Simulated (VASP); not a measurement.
# V (I4/mmm) in VASP: further runs, part 2 of 2

VASP 6.6.1.

### 3 Single point, PBE

This run uses another cell than the first one, of the same volume but with other edges.

Input file INCAR:

```
SYSTEM = V
PREC     = Accurate       ! precision mode
ENCUT    = 520            ! plane-wave cutoff, eV
EDIFF    = 1E-6           ! SCF threshold, eV
ISMEAR   = 0              ! smearing method
SIGMA    = 0.15           ! smearing width, eV
LREAL    = .FALSE.        ! projectors in reciprocal space
LASPH    = .TRUE.         ! aspherical terms in the spheres
NELM     = 100            ! most SCF steps
ALGO     = Fast           ! electronic algorithm
ISIF     = 2              ! what is computed and relaxed
LWAVE    = .FALSE.        ! write WAVECAR
LCHARG   = .FALSE.        ! write CHGCAR
GGA      = PE             ! functional
NBANDS   = 12             ! bands
```

Input file KPOINTS:

```
regular mesh
0
G
  24 24 24
  0 0 0
```

Input file POSCAR:

```
V
1.0
    0.0000000000      2.0004893288      1.7004159295
    2.0004893288      0.0000000000      1.7004159295
    2.0004893288      2.0004893288      0.0000000000
V
1
Direct
    0.0000000000      0.0000000000      0.0000000000
```

Potentials or basis: VASP PAW PBE potentials, release 64 (V_sv).

The run is started by

```bash
> cat potpaw_PBE.64/V_sv/POTCAR > POTCAR
> mpirun -np 1 vasp_std > vasp.out
```

OUTCAR:

```text
SYSTEM = V
   PREC = Accurate
   ENCUT = 520
   EDIFF = 1E-6
   ISMEAR = 0
   LREAL = .FALSE.
   LASPH = .TRUE.
   NELM = 100
   ISIF = 2
   GGA = PE

 ion  position               nearest neighbor table
   1  0.000  0.000  0.000-

  LATTYP: Found a body centered tetragonal cell.
 ALAT       =     2.8291191402
 C/A-ratio  =     1.2020815280

  Lattice vectors:

 A1 = (   0.0000000000,  -2.0004893288,  -1.7004159295)
 A2 = (   0.0000000000,   2.0004893288,  -1.7004159295)
 A3 = (   2.0004893288,   0.0000000000,   1.7004159295)

Analysis of symmetry for initial positions (statically):
=====================================================================
 Subroutine PRICEL returns:
 Original cell was already a primitive cell.

 Routine SETGRP: Setting up the symmetry group for a
 body centered tetragonal supercell.

 Subroutine GETGRP returns: Found 16 space group operations
 (whereof 16 operations were pure point group operations)
 out of a pool of 16 trial point group operations.

The static configuration has the point symmetry D_4h.

Analysis of symmetry for dynamics (positions and initial velocities):
=====================================================================
 Subroutine PRICEL returns:
 Original cell was already a primitive cell.

 Routine SETGRP: Setting up the symmetry group for a
 body centered tetragonal supercell.

 Subroutine GETGRP returns: Found 16 space group operations
 (whereof 16 operations were pure point group operations)
 out of a pool of 16 trial point group operations.

The dynamic configuration has the point symmetry D_4h.

 Subroutine INISYM returns: Found 16 space group operations
 (whereof 16 operations are pure point group operations),
 and found     1 'primitive' translations

----------------------------------------------------------------------------------------
[... 116 lines left out ...]
   GGA     = PE    functional components
   LHFCALC =     F    Hartree Fock is set to
   AEXX    =    0.0000 exact exchange contribution
   IVDW    =     0    specifies the selected vdW correction
   LEPSILON=     F    determine dielectric tensor
   LRPA    =     F    only Hartree local field effects (RPA)
 non-spin polarized calculation
 RMM-DIIS sequential band-by-band and
 Gauss-broadening in eV      SIGMA  =   0.15
  energy-cutoff  :      520.00
  volume of cell :       13.61
 maximum number of plane-waves:       382
   NGX =  9   NGY =  9   NGZ = 11

 number of electron      13.0000006 magnetization

 Free energy of the ion-electron system (eV)
  ---------------------------------------------------
  ext. energy  EPLUGINS =         0.00000000
  ---------------------------------------------------
  free energy    TOTEN  =        -8.89161396 eV

  energy without entropy =       -8.87272089  energy(sigma->0) =       -8.88216742

 E-fermi :   9.7185     XC(G=0): -12.8478

 val. band max:        9.7177532557   @ k =   0.2500   0.0000   0.0000
 cond. band min:       9.7191263378   @ k =  -0.2917   0.0833   0.0000
 fundamental gap:      0.0013730821
 Fermi energy:         9.7185433860

 k-point     1 :       0.0000    0.0000    0.0000
  band No.  band energies     occupation
      1     -54.1459      2.00000
      2     -27.4685      2.00000
      3     -27.4653      2.00000
      4     -27.4653      2.00000
      5       3.0177      2.00000
      6       9.7837      0.53898
      7       9.7837      0.53897
      8      10.9997      0.00000
      9      11.0288      0.00000
     10      12.3423      0.00000
     11      28.1457      0.00000
     12      31.4131      0.00000
[... 331 lines left out ...]
 k-point    24 :       0.4583    0.0417    0.0000
  band No.  band energies     occupation
      1     -53.9666      2.00000
      2     -28.3208      2.00000
      3     -27.6681      2.00000
      4     -27.4999      2.00000
      5       6.5276      2.00000
      6       9.2554      1.99999
      7      10.3816      0.00000
      8      10.9061      0.00000
      9      12.7906      0.00000
     10      13.3443      0.00000
     11      19.5757      0.00000
     12      26.4047      0.00000

 [... further k-points ...]

------------------------ aborting loop because EDIFF is reached ----------------------------------------

  FORCE on cell =-STRESS in cart. coord.  units (eV):
  Direction    XX          YY          ZZ          XY          YZ          ZX
  --------------------------------------------------------------------------------------
  -------------------------------------------------------------------------------------
  Total        0.6201384      0.6201384     -0.9986746      0.0000000      0.0000000      0.0000000
  in kB       73.0031469     73.0031469   -117.5646987      0.0000000      0.0000000      0.0000000
  external PRESSURE =       9.4805317 kB  Pullay stress =       0.0000000 kB

 VOLUME and BASIS-vectors are now :
 -----------------------------------------------------------------------------
  energy-cutoff  :      520.00
  volume of cell :       13.61
      direct lattice vectors                 reciprocal lattice vectors
     0.000000000  2.000489329  1.700415930    -0.249938849  0.249938849  0.294045705
     2.000489329  0.000000000  1.700415930     0.249938849 -0.249938849  0.294045705
     2.000489329  2.000489329  0.000000000     0.249938849  0.249938849 -0.294045705

 POSITION                                       TOTAL-FORCE (eV/Angst)
 -----------------------------------------------------------------------------------
      0.00000      0.00000      0.00000         0.000000      0.000000      0.000000
 -----------------------------------------------------------------------------------
    total drift:                                0.000000     -0.000000      0.000000

  FREE ENERGIE OF THE ION-ELECTRON SYSTEM (eV)
  ---------------------------------------------------
  free  energy   TOTEN  =        -8.8916139572 eV

  energy  without entropy=       -8.8727208852  energy(sigma->0) =       -8.88216742
```

OSZICAR:

```text
N       E                     dE             d eps       ncg     rms          rms(c)
DAV:   1     0.912030137448E+02    0.91203E+02   -0.70354E+03 25556   0.118E+03
DAV:   2    -0.896549792141E+01   -0.10017E+03   -0.97203E+02 25912   0.331E+02
DAV:   3    -0.102740666693E+02   -0.13086E+01   -0.13051E+01 28844   0.442E+01
DAV:   4    -0.102807227066E+02   -0.66560E-02   -0.66558E-02 27780   0.335E+00
DAV:   5    -0.102808027767E+02   -0.80070E-04   -0.80070E-04 28436   0.346E-01    0.180E+01
RMM:   6    -0.891359638637E+01    0.13672E+01   -0.30375E+00 26478   0.207E+01    0.166E+00
RMM:   7    -0.889977197571E+01    0.13824E-01   -0.74871E-02 27634   0.291E+00    0.881E-01
RMM:   8    -0.889157937715E+01    0.81926E-02   -0.78069E-03 28634   0.128E+00    0.994E-02
RMM:   9    -0.889161271971E+01   -0.33343E-04   -0.92932E-04 28893   0.381E-01    0.413E-02
RMM:  10    -0.889162072158E+01   -0.80019E-05   -0.17686E-04 28519   0.211E-01    0.428E-02
RMM:  11    -0.889161263115E+01    0.80904E-05   -0.60206E-05 28849   0.105E-01    0.196E-03
RMM:  12    -0.889161399705E+01   -0.13659E-05   -0.87894E-06 27147   0.440E-02    0.385E-03
RMM:  13    -0.889161395719E+01    0.39860E-07   -0.45919E-07 16476   0.109E-02
   1 F= -.88916140E+01 E0= -.88821674E+01  d E =-.188931E-01
```

It took 2 min on 1 thread of Intel Xeon 6975P-C, shared host; peak memory 0.28 GiB.

Results:

```yaml
Free_energy: -8.8916 eV
Pressure: 0.9 GPa
```

Stress tensor (GPa, compression positive):
```
  7.30   0.00   0.00
  0.00   7.30   0.00
  0.00   0.00 -11.76
```

### 4 Single point, PBE

This run uses another cell than the first one, of the same volume but with other edges.

Input file INCAR:

```
PREC = Accurate ; ENCUT = 520
EDIFF = 1E-6 ; ISMEAR = 0
SIGMA = 0.15 ; LREAL = F
LASPH = T ; NELM = 80
ALGO = Fast ; ISIF = 2
LWAVE = F ; LCHARG = F
GGA = PE ; NBANDS = 12
```

Input file KPOINTS:

```
Automatic mesh
0
Gamma
  24 24 24
```

Input file POSCAR:

```
V
1.0
    0.0000000000      1.7832632747      2.1399159297
    1.7832632747      0.0000000000      2.1399159297
    1.7832632747      1.7832632747      0.0000000000
V
1
Direct
    0.0000000000      0.0000000000      0.0000000000
```

The run is started by

```bash
> cat potpaw_PBE.64/V_sv/POTCAR > POTCAR
> mpirun -np 1 vasp_std > vasp.out
```

Wall time 1.8 min (1 thread of Intel Xeon 6975P-C, shared host); peak memory 0.28 GiB.

Results (log left out):

| Property | Result |
| --- | --- |
| Free energy | -8.8850 eV |
| Pressure | 0.9 GPa |

Stress tensor (GPa, compression positive):
```
-2.88  0.00  0.00
 0.00 -2.88  0.00
 0.00  0.00  8.56
```

Levels at points of the mesh, in eV from the Fermi level:
| k point | band 3 | band 4 | band 5 | band 6 | band 7 | band 8 | band 9 | band 10 | band 11 | band 12 |
| --- | --- | --- | --- | --- | --- | --- | --- | --- | --- | --- |
| (0.00, 0.00, 0.00) | -37.15 | -37.15 | -6.72 | -0.72 | 0.89 | 1.04 | 1.04 | 3.00 | 18.47 | 19.97 |
| (0.50, 0.00, 0.00) | -37.45 | -37.15 | -3.23 | -0.55 | 1.06 | 1.11 | 3.06 | 3.52 | 9.52 | 15.95 |
| (0.50, 0.50, 0.00) | -37.30 | -37.30 | -3.39 | -2.34 | 1.30 | 3.51 | 3.52 | 3.52 | 9.73 | 16.56 |
| (0.50, 0.00, 0.50) | -37.76 | -37.46 | -3.41 | -2.43 | 2.83 | 3.04 | 4.34 | 5.08 | 12.41 | 14.04 |

### 5 Overview

```csv
cell,gap on the mesh (eV),pressure (GPa)
"a = 2.924, b = 2.924, c = 2.388 Å, angles 65.9, 65.9, 48.2°, 1 atom",none,1.1
"a = 2.626, b = 2.626, c = 2.829 Å, angles 57.4, 57.4, 65.2°, 1 atom",none,0.9
"a = 2.786, b = 2.786, c = 2.522 Å, angles 63.1, 63.1, 53.8°, 1 atom",none,0.9
```

Alike in all rows: task single point; level PBE; potentials or basis VASP PAW PBE potentials, release 64 (V_sv); no spin polarisation; k mesh 24 × 24 × 24; cutoff (eV) 520; smearing gaussian 0.15 eV.

Absolute energies hang on the potentials; compare differences alone.
